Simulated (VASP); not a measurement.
Here is a VASP 6.6.1 calculation.

The input INCAR:

```
PREC = Accurate ; ENCUT = 520
EDIFF = 1E-6 ; ISMEAR = 1
SIGMA = 0.2 ; LREAL = F
LASPH = T ; NELM = 60
ALGO = Fast ; ISIF = 2
LWAVE = F ; LCHARG = F
GGA = PE ; NBANDS = 11
```

File KPOINTS:

```
Automatic mesh
0
Gamma
  8 8 8
```

File POSCAR:

```
Ca
1.0
    0.0000000000      2.9274541495      2.9274541495
    2.9274541495      0.0000000000      2.9274541495
    2.9274541495      2.9274541495      0.0000000000
Ca
1
Direct
    0.0000000000      0.0000000000      0.0000000000
```

Potentials or basis: VASP PAW PBE potentials, release 64 (Ca_sv).

Command:

```bash
$ cat potpaw_PBE.64/Ca_sv/POTCAR > POTCAR
$ mpirun -np 1 vasp_std > vasp.out
```

Question: Predict the pressure.

Answer: -2.2 GPa.

Question: What does it give for the band gap on the k mesh?

Answer: Zero (bands 5 and 6 overlap by 0.53 eV).
